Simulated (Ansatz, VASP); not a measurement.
## TiAl: VASP beside Ansatz

INCAR

```
SYSTEM = TiAl
PREC     = Accurate       ! precision mode
ENCUT    = 520            ! plane-wave cutoff, eV
EDIFF    = 1E-7           ! SCF threshold, eV
ISMEAR   = 0              ! smearing method
SIGMA    = 0.1            ! smearing width, eV
LREAL    = .False.        ! projectors in reciprocal space
LASPH    = .True.         ! aspherical terms in the spheres
NELM     = 80             ! most SCF steps
ALGO     = Fast           ! electronic algorithm
ISIF     = 2              ! what is computed and relaxed
LWAVE    = .False.        ! write WAVECAR
LCHARG   = .True.         ! write CHGCAR
GGA      = PE             ! functional
LELF     = .True.         ! ELF
LVHAR    = .True.       
NBANDS   = 14             ! bands
```

File KPOINTS:

```
regular mesh
0
Gamma
  12 12 12
  0 0 0
```

POSCAR

```
TiAl
1.0
    3.3260957100      0.1907438400      0.1907438400
    0.1907438400      3.3260957100     -0.1907438400
    0.1907438400     -0.1907438400      3.3260957100
Ti Al
1 1
Direct
    0.0000000000      0.0000000000      0.0000000000
    0.5000000000      0.5000000000      0.5000000000
```

Input for Ansatz:

```yaml
crystal:
  lattice:
    - [3.32609571, 0.19074384, 0.19074384]
    - [0.19074384, 3.32609571, -0.19074384]
    - [0.19074384, -0.19074384, 3.32609571]
  atoms:
    - { symbol: Ti, position: [0.0, 0.0, 0.0] }
    - { symbol: Al, position: [0.5, 0.5, 0.5] }
basis:
  ecutwfc: 420
kpoints:
  mp_grid: { grid: [12, 12, 12] }
hamiltonian:
  xc: pbe
scf:
  occupations: { method: gaussian, width: 0.1 }
output:
  forces: true
  stress: true
  eigenvalues: true
  write_density: true
  write_potential: true
  elf: true
  volumetric_format: npy
```

Alike in both runs: task single point; functional PBE; k mesh 12 × 12 × 12; occupations gaussian, width 0.1 eV; no spin polarisation.

|  | VASP | Ansatz |
| --- | --- | --- |
| version | VASP 6.6.1 | Ansatz 0.2.0 |
| potentials or method | VASP PAW PBE potentials, release 64 (Ti_sv, Al), cutoff 520 eV | scalar-relativistic, plane waves, PAW |
| valence electrons in the cell | 15 | 15 |

|  | VASP | Ansatz | Ansatz less VASP |
| --- | --- | --- | --- |
| gap on the k mesh at the Fermi level (eV) | none | none | - |
| pressure (GPa) | -6.3 | -6.2 | +0.03 |
| traceless stress, the component that is largest in VASP (GPa) | -10.93 | -10.94 | -0.011 |

A gap of «none» marks a metal or a gap that the smearing closes. The functional is the same, so the differences come from potentials, cutoffs and numerics.
